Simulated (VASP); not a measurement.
# InSe in VASP: notebook, part 2 of 2

VASP 6.6.1. The steps go on from the part before.

### Step 3. Single point, PBE+D3(BJ)

Contents of INCAR:

```
SYSTEM = InSe
  PREC = Accurate
  ENCUT = 520
  EDIFF = 1E-6
  ISMEAR = 0
  SIGMA = 0.02
  LREAL = .FALSE.
  LASPH = .TRUE.
  NELM = 60
  ALGO = Normal
  ISIF = 2
  LWAVE = .FALSE.
  LCHARG = .FALSE.
  LDIPOL = .TRUE.
  IDIPOL = 3
  DIPOL = 0.5 0.5 0.500
  GGA = PE
  IVDW = 12
  NBANDS = 27
```

Contents of KPOINTS:

```
regular mesh
0
G
  9 9 1
  0 0 0
```

Contents of POSCAR:

```
InSe
1.0
    4.2280000000      0.0000000000      0.0000000000
   -2.1140000000      3.6615554072      0.0000000000
    0.0000000000      0.0000000000     36.7199571806
Se In
2 2
Direct
    0.0000000000      0.0000000000      0.4266608704
    0.0000000000      0.0000000000      0.5733113682
    0.6666666667      0.3333333333      0.4619374194
    0.6666666667      0.3333333333      0.5380348774
```

Potentials or basis: VASP PAW PBE potentials, release 64 (Se, In_d).

Started as:

```sh
$ cat potpaw_PBE.64/Se/POTCAR potpaw_PBE.64/In_d/POTCAR > POTCAR
$ mpirun -np 1 vasp_std > vasp.out
```

OUTCAR:

```text
SYSTEM = InSe
   PREC = Accurate
   ENCUT = 520
   EDIFF = 1E-6
   ISMEAR = 0
   LREAL = .FALSE.
   LASPH = .TRUE.
   NELM = 60
   ISIF = 2
   GGA = PE
   IVDW = 12
 IVDW          = 12

 ion  position               nearest neighbor table
   1  0.000  0.000  0.427-   3 2.76   3 2.76   3 2.76
   2  0.000  0.000  0.573-   4 2.76   4 2.76   4 2.76
   3  0.667  0.333  0.462-   1 2.76   1 2.76   1 2.76   4 2.79
   4  0.667  0.333  0.538-   2 2.76   2 2.76   2 2.76   3 2.79

  LATTYP: Found a hexagonal cell.
 ALAT       =     4.2280000000
 C/A-ratio  =     8.6849472991

  Lattice vectors:

 A1 = (   4.2280000000,   0.0000000000,   0.0000000000)
 A2 = (  -2.1140000000,   3.6615554072,   0.0000000000)
 A3 = (   0.0000000000,   0.0000000000,  36.7199571806)

Analysis of symmetry for initial positions (statically):
=====================================================================
 Subroutine PRICEL returns:
 Original cell was already a primitive cell.

 Routine SETGRP: Setting up the symmetry group for a
 hexagonal supercell.

 Subroutine GETGRP returns: Found 12 space group operations
 (whereof  6 operations were pure point group operations)
 out of a pool of 24 trial point group operations.

The static configuration has the point symmetry C_3v.
 The point group associated with its full space group is D_3h.

Analysis of symmetry for dynamics (positions and initial velocities):
=====================================================================
 Subroutine PRICEL returns:
 Original cell was already a primitive cell.

 Routine SETGRP: Setting up the symmetry group for a
 hexagonal supercell.

 Subroutine GETGRP returns: Found 12 space group operations
 (whereof  6 operations were pure point group operations)
 out of a pool of 24 trial point group operations.

The dynamic configuration has the point symmetry C_3v.
 The point group associated with its full space group is D_3h.

 Subroutine INISYM returns: Found 12 space group operations
 (whereof  6 operations are pure point group operations),
[... 113 lines left out ...]
   LHFCALC =     F    Hartree Fock is set to
   AEXX    =    0.0000 exact exchange contribution
   IVDW    =    12    specifies the selected vdW correction
   LEPSILON=     F    determine dielectric tensor
   LRPA    =     F    only Hartree local field effects (RPA)
 non-spin polarized calculation
 Gauss-broadening in eV      SIGMA  =   0.02
  energy-cutoff  :      520.00
  volume of cell :      568.46
 maximum number of plane-waves:     15390
 NGX is ok and might be reduce to    32
   NGX = 15   NGY = 15   NGZ =137

 dipolmoment           0.000000      0.000000      0.000000 electrons x Angstroem

 number of electron      38.0000006 magnetization

 dipolmoment           0.000000      0.000000     -0.000013 electrons x Angstroem

 Free energy of the ion-electron system (eV)
  ---------------------------------------------------
  ext. energy  EPLUGINS =         0.00000000
  ---------------------------------------------------
  free energy    TOTEN  =       -14.10131789 eV

  energy without entropy =      -14.10131789  energy(sigma->0) =      -14.10131789

 E-fermi :  -3.9403     XC(G=0):  -2.2186

 val. band max:       -4.0340407238   @ k =   0.1111  -0.0000   0.0000
 cond. band min:      -2.9389333250   @ k =   0.0000   0.0000   0.0000
 fundamental gap:      1.0951073989
 Fermi energy:        -3.9403291937

 k-point     1 :       0.0000    0.0000    0.0000
  band No.  band energies     occupation
      1     -18.1548      2.00000
      2     -17.9590      2.00000
      3     -17.9590      2.00000
      4     -17.8764      2.00000
      5     -17.8764      2.00000
      6     -17.8608      2.00000
[... 349 lines left out ...]
     26       3.0829      0.00000
     27       3.7929      0.00000

------------------------ aborting loop because EDIFF is reached ----------------------------------------

 vacuum level on the upper side and lower side of the slab       (xc-potential included)        -0.005        -0.005

 Edisp (eV)   -0.79495

 E8    (eV) :    -0.3831

  FORCE on cell =-STRESS in cart. coord.  units (eV):
  Direction    XX          YY          ZZ          XY          YZ          ZX
  --------------------------------------------------------------------------------------
  -------------------------------------------------------------------------------------
  Total      -3.83112    -3.83112    -1.35320     0.00000     0.00000     0.00000
  in kB     -10.79775   -10.79775    -3.81392     0.00000     0.00000     0.00000
  external pressure =       -8.47 kB  Pullay stress =        0.00 kB

 VOLUME and BASIS-vectors are now :
 -----------------------------------------------------------------------------
  energy-cutoff  :      520.00
  volume of cell :      568.46
      direct lattice vectors                 reciprocal lattice vectors
     4.228000000  0.000000000  0.000000000     0.236518448  0.136553990  0.000000000
    -2.114000000  3.661555407  0.000000000     0.000000000  0.273107980  0.000000000
     0.000000000  0.000000000 36.719957181     0.000000000  0.000000000  0.027233147

 POSITION                                       TOTAL-FORCE (eV/Angst)
 -----------------------------------------------------------------------------------
      0.00000      0.00000     15.66697         0.000000     -0.000000      0.567980
      0.00000      0.00000     21.05197         0.000000     -0.000000     -0.567980
      2.11400      1.22052     16.96232        -0.000000      0.000000     -0.618718
      2.11400      1.22052     19.75662        -0.000000      0.000000      0.618718
 -----------------------------------------------------------------------------------
    total drift:                                0.000000     -0.000000     -0.001529

  FREE ENERGIE OF THE ION-ELECTRON SYSTEM (eV)
  ---------------------------------------------------
  free  energy   TOTEN  =       -14.8962657503 eV

  energy  without entropy=      -14.8962657503  energy(sigma->0) =      -14.89626575

 vacuum level on the upper side and lower side of the slab         1.943         1.943
```

stdout:

```text
POSCAR found type information on POSCAR SeIn
 POSCAR found :  2 types and       4 ions
 scaLAPACK will be used
 LDA part: xc-table for (Slater+PW92), standard interpolation
 POSCAR, INCAR and KPOINTS ok, starting setup
 FFT: planning ... GRIDC
 FFT: planning ... GRID_SOFT
 FFT: planning ... GRID
 WAVECAR not read
 entering main loop
```

Run time: 3.1 min. Hardware: 1 thread of AMD EPYC 7R13 (Zen 3), shared host; peak memory 0.64 GiB.

Results:

```yaml
Free_energy: -14.8963 eV
Largest_force: 0.619 eV/Å
Band_gap_on_the_k_mesh: 1.10 eV (least direct gap 1.15 eV)
Dispersion_energy_per_atom: -0.199 eV
```

Forces in eV/Å, atoms in the order of the input:
```
Se   0.000  0.000  0.568
Se   0.000  0.000 -0.568
In   0.000  0.000 -0.619
In   0.000  0.000  0.619
```

Levels at points of the mesh, in eV from the valence-band top:
```tsv
k point	band 16	band 17	band 18	band 19	band 20	band 21	band 22	band 23
(0.00, 0.00, 0.00)	-0.65	-0.57	-0.57	-0.06	1.10	2.36	4.48	4.48
```

Caveat: spin-orbit coupling is left out, which moves the levels of the heavy elements.

### Step 4. Single point, PBE+D3(BJ)

Contents of INCAR:

```
  ALGO = Normal
  DIPOL = 0.5 0.5 0.500
  EDIFF = 1E-6
  ENCUT = 520
  GGA = PE
  IDIPOL = 3
  ISIF = 2
  ISMEAR = 0
  IVDW = 12
  LASPH = True
  LCHARG = False
  LDIPOL = True
  LREAL = False
  LWAVE = False
  NBANDS = 27
  NELM = 60
  PREC = Accurate
  SIGMA = 0.02
```

Contents of KPOINTS:

```
k-points
0
Gamma
  9 9 1
```

Contents of POSCAR:

```
InSe
1.0
    4.2280000000      0.0000000000      0.0000000000
   -2.1140000000      3.6615554072      0.0000000000
    0.0000000000      0.0000000000     36.7199571806
Se In
2 2
Direct
    0.0000000000      0.0000000000      0.4234745921
    0.0000000000      0.0000000000      0.5764976464
    0.6666666667      0.3333333333      0.4602840497
    0.6666666667      0.3333333333      0.5396882496
```

Potentials or basis: VASP PAW PBE potentials, release 64 (Se, In_d).

Started as:

```sh
$ cat potpaw_PBE.64/Se/POTCAR potpaw_PBE.64/In_d/POTCAR > POTCAR
$ mpirun -np 1 vasp_std > vasp.out
```

OUTCAR:

```text
EDIFF = 1E-6
   ENCUT = 520
   GGA = PE
   ISIF = 2
   ISMEAR = 0
   IVDW = 12
   LASPH = True
   LREAL = False
   NELM = 60
   PREC = Accurate
 IVDW          = 12

 ion  position               nearest neighbor table
   1  0.000  0.000  0.423-   3 2.79   3 2.79   3 2.79
   2  0.000  0.000  0.576-   4 2.79   4 2.79   4 2.79
   3  0.667  0.333  0.460-   1 2.79   1 2.79   1 2.79   4 2.92
   4  0.667  0.333  0.540-   2 2.79   2 2.79   2 2.79   3 2.92

  LATTYP: Found a hexagonal cell.
 ALAT       =     4.2280000000
[... 557 lines left out ...]
  --------------------------------------------------------------------------------------
  -------------------------------------------------------------------------------------
  Total      -4.24350    -4.24350    -3.64584     0.00000     0.00000    -0.00000
  in kB     -11.96001   -11.96001   -10.27556     0.00000     0.00000    -0.00000
  external pressure =      -11.40 kB  Pullay stress =        0.00 kB

 VOLUME and BASIS-vectors are now :
 -----------------------------------------------------------------------------
  energy-cutoff  :      520.00
  volume of cell :      568.46
      direct lattice vectors                 reciprocal lattice vectors
     4.228000000  0.000000000  0.000000000     0.236518448  0.136553990  0.000000000
    -2.114000000  3.661555407  0.000000000     0.000000000  0.273107980  0.000000000
     0.000000000  0.000000000 36.719957181     0.000000000  0.000000000  0.027233147

 POSITION                                       TOTAL-FORCE (eV/Angst)
 -----------------------------------------------------------------------------------
      0.00000      0.00000     15.54997        -0.000000      0.000000      0.857505
      0.00000      0.00000     21.16897        -0.000000      0.000000     -0.857505
      2.11400      1.22052     16.90161         0.000000     -0.000000     -0.409583
      2.11400      1.22052     19.81733         0.000000     -0.000000      0.409583
 -----------------------------------------------------------------------------------
    total drift:                               -0.000000      0.000000     -0.001598

  FREE ENERGIE OF THE ION-ELECTRON SYSTEM (eV)
  ---------------------------------------------------
  free  energy   TOTEN  =       -14.7893863536 eV

  energy  without entropy=      -14.7893863536  energy(sigma->0) =      -14.78938635

 vacuum level on the upper side and lower side of the slab         1.947         1.947
```

stdout:

```text
POSCAR found type information on POSCAR SeIn
 POSCAR found :  2 types and       4 ions
 scaLAPACK will be used
 LDA part: xc-table for (Slater+PW92), standard interpolation
 POSCAR, INCAR and KPOINTS ok, starting setup
 FFT: planning ... GRIDC
 FFT: planning ... GRID_SOFT
 FFT: planning ... GRID
 WAVECAR not read
 entering main loop
```

Run time: 3.2 min. Hardware: 1 thread of AMD EPYC 7R13 (Zen 3), shared host; peak memory 0.65 GiB.

What came out:

```
Free energy                : -14.7894 eV
Largest force              : 0.858 eV/Å
Band gap on the k mesh     : 1.16 eV (least direct gap 1.21 eV)
Dispersion energy per atom : -0.193 eV
```

Forces on the atoms (eV/Å):
```
Se   0.000  0.000  0.858
Se   0.000  0.000 -0.858
In   0.000  0.000 -0.410
In   0.000  0.000  0.410
```

Levels at points of the mesh, in eV from the valence-band top:
| k point | band 17 | band 18 | band 19 | band 20 | band 21 | band 22 |
| --- | --- | --- | --- | --- | --- | --- |
| (0.00, 0.00, 0.00) | -0.41 | -0.41 | -0.05 | 1.16 | 2.44 | 4.68 |

Caveat: spin-orbit coupling is left out, which moves the levels of the heavy elements.

### Step 5. The runs side by side

```tsv
cell	gap on the mesh (eV)	largest force (eV/Å)
as given, atomic positions A	1.01	1.08
as given, atomic positions B	1.10	0.62
as given, atomic positions C	1.16	0.86
```

Alike in all rows: task single point; level PBE+D3(BJ); potentials or basis VASP PAW PBE potentials, release 64 (Se, In_d); no spin polarisation; k mesh 9 × 9 × 1; cutoff (eV) 520; smearing gaussian 0.02 eV.

Caveats: spin-orbit coupling is left out, which moves the levels of the heavy elements.

Absolute energies hang on the potentials; compare differences alone.
